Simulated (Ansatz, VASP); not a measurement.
## CaSe: VASP beside Ansatz

```xyz
2
Lattice="0.0000 3.2796 3.2635 3.2796 0.0000 3.2635 3.2796 3.2796 0.0000" Properties=species:S:1:pos:R:3 pbc="T T T"
Ca    0.0000    0.0000    0.0000
Se    1.6398    1.6398    1.6317
```

Change from the starting cell: uniaxial_z strain -0.5%.

Alike in both runs: task single point; functional PBE; k mesh 6 × 6 × 6; occupations fermi-dirac, width 0.02 eV; no spin polarisation.

|  | VASP | Ansatz |
| --- | --- | --- |
| version | VASP 6.6.1 | Ansatz 0.2.0 |
| potentials or method | VASP PAW PBE potentials, release 64 (Ca_sv, Se) | plane waves, PAW |
| plane-wave cutoff (eV) | 520 | 420 |
| valence electrons in the cell | 16 | 26 |

Ansatz gave:

```
gap on the k mesh at the Fermi level (eV) : 3.22
pressure (GPa)                            : 0.6
```

Q: What did VASP give for the same quantities?

A: gap on the k mesh at the Fermi level (eV): 3.22; pressure (GPa): 0.7.

The functional is the same, so the differences come from potentials, cutoffs and numerics. VASP's potentials hold 16 valence electrons a cell and Ansatz's 26, so a difference there can come from the potentials and not from the codes.
